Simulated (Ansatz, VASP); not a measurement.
# Two plane-wave programs on Sr

Contents of INCAR:

```
SYSTEM = Sr
  PREC = Accurate
  ENCUT = 520
  EDIFF = 1E-6
  ISMEAR = 0
  SIGMA = 0.15
  LREAL = .FALSE.
  LASPH = .TRUE.
  NELM = 80
  ALGO = Fast
  ISIF = 2
  LWAVE = .FALSE.
  LCHARG = .FALSE.
  GGA = PS
  NBANDS = 11
```

The input KPOINTS:

```
Automatic mesh
0
G
  16 16 16
  0 0 0
```

File POSCAR:

```
Sr
1.0
   -3.2585094773      2.4918013650      2.4918013650
    2.4918013650     -3.2585094773      2.4918013650
    2.4918013650      2.4918013650     -3.2585094773
Sr
1
Direct
    0.0000000000      0.0000000000      0.0000000000
```

Input for Ansatz:

```yaml
crystal:
  lattice:
    - [-3.2585094773, 2.491801365, 2.491801365]
    - [2.491801365, -3.2585094773, 2.491801365]
    - [2.491801365, 2.491801365, -3.2585094773]
  atoms:
    - { symbol: Sr, position: [0.0, 0.0, 0.0] }
basis:
  ecutwfc: 420
kpoints:
  mp_grid: { grid: [16, 16, 16] }
hamiltonian:
  xc: pbesol
scf:
  occupations: { method: gaussian, width: 0.15 }
output:
  forces: true
  stress: true
  eigenvalues: true
  write_density: true
  write_potential: true
  elf: true
  volumetric_format: npy
```

Alike in both runs: task single point; functional PBEsol; k mesh 16 × 16 × 16; occupations gaussian, width 0.15 eV; no spin polarisation.

|  | VASP | Ansatz |
| --- | --- | --- |
| version | VASP 6.6.1 | Ansatz 0.2.0 |
| potentials or method | VASP PAW PBE potentials, release 64 (Sr_sv), cutoff 520 eV | scalar-relativistic, plane waves, PAW |
| valence electrons in the cell | 10 | 10 |

Ansatz gave:

```
gap on the k mesh at the Fermi level (eV)                     : none
pressure (GPa)                                                : 1.5
traceless stress, the component that is largest in VASP (GPa) : 6.83
```

Task: Estimate VASP's values.

Result: gap on the k mesh at the Fermi level (eV): none; pressure (GPa): 1.6; traceless stress, the component that is largest in VASP (GPa): 6.85.

VASP's potentials were made for PBE, not for PBEsol. A gap of «none» marks a metal or a gap that the smearing closes. With one functional, cell and mesh, what is left measures potentials, basis and numerics.
